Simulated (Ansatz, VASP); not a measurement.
## One calculation of ZnCu, two programs

Contents of INCAR:

```
SYSTEM = ZnCu
PREC = Accurate
ENCUT = 520
EDIFF = 1E-7
ISMEAR = 0
SIGMA = 0.1
LREAL = .False.
LASPH = .True.
NELM = 80
ALGO = Normal
ISIF = 2
LWAVE = .False.
LCHARG = .True.
GGA = PE
LELF = .True.
LVHAR = .True.
NBANDS = 18
```

KPOINTS

```
regular mesh
0
Gamma
  14 14 14
  0 0 0
```

The input POSCAR:

```
ZnCu
1.0
    3.0588344777      0.0000000000      0.0000000000
    0.0000000000      3.0588344777      0.0000000000
    0.0000000000      0.0000000000      3.0588344777
Zn Cu
1 1
Direct
    0.5000000000      0.5000000000      0.5000000000
    0.0000000000      0.0000000000      0.0000000000
```

Input for Ansatz:

```yaml
crystal:
  lattice:
    - [3.0588344777, 0.0, 0.0]
    - [0.0, 3.0588344777, 0.0]
    - [0.0, 0.0, 3.0588344777]
  atoms:
    - { symbol: Zn, position: [0.5, 0.5, 0.5] }
    - { symbol: Cu, position: [0.0, 0.0, 0.0] }
basis:
  ecutwfc: 420
kpoints:
  mp_grid: { grid: [14, 14, 14] }
hamiltonian:
  xc: pbe
scf:
  occupations: { method: gaussian, width: 0.1 }
output:
  forces: true
  stress: true
  eigenvalues: true
```

Alike in both runs: task single point; functional PBE; k mesh 14 × 14 × 14; occupations gaussian, width 0.1 eV; no spin polarisation.

```csv
,VASP,Ansatz
version,VASP 6.6.1,Ansatz 0.2.0
potentials or method,"VASP PAW PBE potentials, release 64 (Zn, Cu), cutoff 520 eV","scalar-relativistic, plane waves, PAW"
valence electrons in the cell,23,31
```

|  | VASP | Ansatz | Ansatz less VASP |
| --- | --- | --- | --- |
| gap on the k mesh at the Fermi level (eV) | none | none | - |
| pressure (GPa) | -8.2 | -8.6 | -0.41 |

A gap of «none» marks a metal or a gap that the smearing closes. The functional is the same, so the differences come from potentials, cutoffs and numerics. VASP's potentials hold 23 valence electrons a cell and Ansatz's 31, so a difference there can come from the potentials and not from the codes.
